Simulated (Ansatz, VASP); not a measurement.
**Two plane-wave programs on Li2CaSc2**

Contents of INCAR:

```
PREC = Accurate ; ENCUT = 520
EDIFF = 1E-6 ; ISMEAR = 0
SIGMA = 0.1 ; LREAL = False
LASPH = True ; NELM = 80
ALGO = Normal ; ISIF = 2
LWAVE = False ; LCHARG = True
GGA = PE ; LELF = True
LVHAR = True ; NBANDS = 27
```

File KPOINTS:

```
regular mesh
0
Gamma
  4 4 4
```

The input POSCAR:

```
Li2CaSc2
1.0
    3.8146372400      0.0000000000      0.0000000000
    0.0000000000      3.8146372400      0.0000000000
    0.0000000000      0.0000000000      6.8194999100
Li Ca Sc
2 1 2
Direct
    0.5000000000      0.5000000000      0.0000000000
    0.0000000000      0.0000000000      0.0000000000
    0.5000000000      0.5000000000      0.5000000000
    0.0000000000      0.0000000000      0.3159226500
    0.0000000000      0.0000000000      0.6840773500
```

Input for Ansatz:

```yaml
crystal:
  lattice:
    - [3.81463724, 0.0, 0.0]
    - [0.0, 3.81463724, 0.0]
    - [0.0, 0.0, 6.81949991]
  atoms:
    - { symbol: Li, position: [0.5, 0.5, 0.0] }
    - { symbol: Li, position: [0.0, 0.0, 0.0] }
    - { symbol: Ca, position: [0.5, 0.5, 0.5] }
    - { symbol: Sc, position: [0.0, 0.0, 0.31592265] }
    - { symbol: Sc, position: [0.0, 0.0, 0.68407735] }
basis:
  ecutwfc: 420
kpoints:
  mp_grid: { grid: [4, 4, 4] }
hamiltonian:
  xc: pbe
scf:
  occupations: { method: gaussian, width: 0.1 }
  lower_state_search: "off"
output:
  forces: true
  stress: true
  eigenvalues: true
```

Alike in both runs: task single point; functional PBE; k mesh 4 × 4 × 4; occupations gaussian, width 0.1 eV; no spin polarisation.

|  | VASP | Ansatz |
| --- | --- | --- |
| version | VASP 6.6.1 | Ansatz 0.2.0 |
| potentials or method | VASP PAW PBE potentials, release 64 (Li_sv, Ca_sv, Sc_sv), cutoff 520 eV | scalar-relativistic, plane waves, PAW |
| valence electrons in the cell | 38 | 38 |

|  | VASP | Ansatz | Ansatz less VASP |
| --- | --- | --- | --- |
| gap on the k mesh at the Fermi level (eV) | none | none | - |
| rms of the force components (eV/Å) | 0.343 | 0.327 | -0.0160 |

Atom by atom the forces differ by 0.016 eV/Å (rms over components). A gap of «none» marks a metal or a gap that the smearing closes.

The k mesh is coarse, so the values compare programs but aren't converged. Noted on VASP's run: the cutoff is short for stress, so the pressure is rough.
